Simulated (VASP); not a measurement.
A run of VASP 6.6.1 is set up as follows.

The input INCAR:

```
SYSTEM = AlAs
PREC = Accurate
ENCUT = 500
EDIFF = 1E-7
ISMEAR = 0
SIGMA = 0.02
LREAL = .False.
LASPH = .True.
NELM = 120
ALGO = Normal
ISIF = 3
LWAVE = .False.
LCHARG = .False.
GGA = PE
IBRION = 2
NSW = 100
EDIFFG = -0.002
GGA_COMPAT = .False.
NELMIN = 4
```

The input KPOINTS:

```
regular mesh
0
Gamma
  8 8 8
  0 0 0
```

POSCAR

```
AlAs
1.0
    0.0000000000      2.8400000000      2.8400000000
    2.8400000000      0.0000000000      2.8400000000
    2.8400000000      2.8400000000      0.0000000000
Al As
1 1
Direct
    0.0000000000      0.0000000000      0.0000000000
    0.2500000000      0.2500000000      0.2500000000
```

Potentials or basis: VASP PAW PBE potentials, release 64 (Al, As).

Launch:

```console
$ cat potpaw_PBE.64/Al/POTCAR potpaw_PBE.64/As/POTCAR > POTCAR
$ mpirun -np 1 vasp_std > vasp.out
```

(1) What does it give for the relaxed cell?

(2) Predict the space group after relaxing (to 0.05 Å).

(3) Estimate the band gap on the k mesh.

(4) Estimate the relaxed volume.

Results:

(1) a = 4.054 Å, b = 4.054 Å, c = 4.054 Å, α = 60.00°, β = 60.00°, γ = 60.00°.

(2) F-43m (No. 216).

(3) 1.50 eV, indirect (least direct gap 1.76 eV).

(4) 23.55 Å³/atom.
